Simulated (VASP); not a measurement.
ZnSiP2:

```xyz
8
Lattice="-2.6885 2.6885 5.2338 2.6885 -2.6885 5.2338 2.6885 2.6885 -5.2338" Properties=species:S:1:pos:R:3 pbc="T T T"
Zn    0.0000    0.0000    0.0000
Zn    0.0000    2.6885    2.6169
P     1.4347    1.3442    1.3085
P     1.3442   -1.2538    3.9254
P     1.2538    1.3442    6.5423
P    -1.3442    1.2538    3.9254
Si    0.0000    0.0000    5.2338
Si    2.6885    0.0000    2.6169
```

Base run:

```yaml
Program: VASP 6.6.1
Functional: r2SCAN
Potentials_or_basis: VASP PAW PBE potentials, release 64 (Zn, P, Si)
Cutoff: 550 eV
k_mesh: 6 × 6 × 6
Occupations: gaussian, width 0.01 eV
Spin: no spin polarisation
```

Its results: band gap on the k mesh 1.57 eV; pressure -0.2 GPa; largest force 0.039 eV/Å.

Q: The run is repeated on the same cell with these changes: functional from r2SCAN to PBE; cutoff from 550 eV to 500 eV; occupations from gaussian, width 0.01 eV to fermi-dirac, width 0.02 eV. What comes out?

A: Band gap on the k mesh 1.32 eV; pressure 2.0 GPa; largest force 0.014 eV/Å.

Caveats: the PAW data sets were made with another functional, which shifts forces and pressure a little (at least some runs).

A k mesh can miss the band edges.
